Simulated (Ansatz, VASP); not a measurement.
**One calculation of Au, two programs**

```
Au
1.0
     0.00000    2.06178    2.06178
     2.06178    0.00000    2.06178
     2.06178    2.06178    0.00000
Au
1
Direct
  0.00000 0.00000 0.00000
```

Alike in both runs: task single point; functional PBE-based screened hybrid with a share of 0.25 of exact exchange and HFSCREEN = 0.3; k mesh 6 × 6 × 6; occupations fermi-dirac, width 0.05 eV; no spin polarisation.

|  | VASP | Ansatz |
| --- | --- | --- |
| version | VASP 6.6.1 | Ansatz 0.2.0 |
| potentials or method | VASP PAW PBE potentials, release 64 (Au) | Ansatz PAW |
| plane-wave cutoff (eV) | 520 | 420 |
| valence electrons in the cell | 11 | 19 |

Ansatz gave:

```
gap on the k mesh at the Fermi level (eV) : none
pressure (GPa)                            : 1.8
```

What did VASP give for the same quantities?

gap on the k mesh at the Fermi level (eV): none; pressure (GPa): 1.9.

VASP's potentials were made for PBE, not for PBE-based screened hybrid. A gap of «none» marks a metal or a gap that the smearing closes. With one functional, cell and mesh, what is left measures potentials, basis and numerics. VASP's potentials hold 11 valence electrons a cell and Ansatz's 19, so a difference there can come from the potentials and not from the codes.

The k mesh is coarse, so the values compare programs but aren't converged. Neither program's run includes spin-orbit coupling.
